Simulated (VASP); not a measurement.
Si62C (a cell with a defect), 63 atoms in the cell. The cell holds a defect, 63 atoms: a = 10.860 Å, b = 10.860 Å, c = 10.860 Å, α = 90.00°, β = 90.00°, γ = 90.00°. 

| Item | Value |
| --- | --- |
| Program | VASP 6.6.1 |
| Task | single point |
| Functional | PBE |
| Potentials or basis | VASP PAW PBE potentials, release 64 (Si, C) |
| Cutoff | 520 eV |
| k mesh | 1 × 1 × 1 |
| Occupations | gaussian, width 0.02 eV |
| Spin | no spin polarisation |
| Dipole correction | no |
| Charge | -2 |
| Further INCAR settings | LREAL = Auto; ALGO = Normal; EDIFF = 1e-06; NBANDS = 163; NELECT = 254.0 |

Potentials or basis: VASP PAW PBE potentials, release 64 (Si, C).

The run is started by

```sh
$ cat potpaw_PBE.64/Si/POTCAR potpaw_PBE.64/C/POTCAR > POTCAR
$ mpirun -np 1 vasp_gam > vasp.out
```

Hardware: 1 thread of Intel(R) Xeon(R) Platinum 8259CL CPU @ 2.50GHz (Skylake/Cascade Lake) (shared host).

Question: How long does it take, and how much memory?

Answer: Wall time 7.3 min on 1 thread of Intel(R) Xeon(R) Platinum 8259CL CPU @ 2.50GHz (Skylake/Cascade Lake) (shared host), peak memory 1 GiB. Counts: scf iterations 17, k points 1.
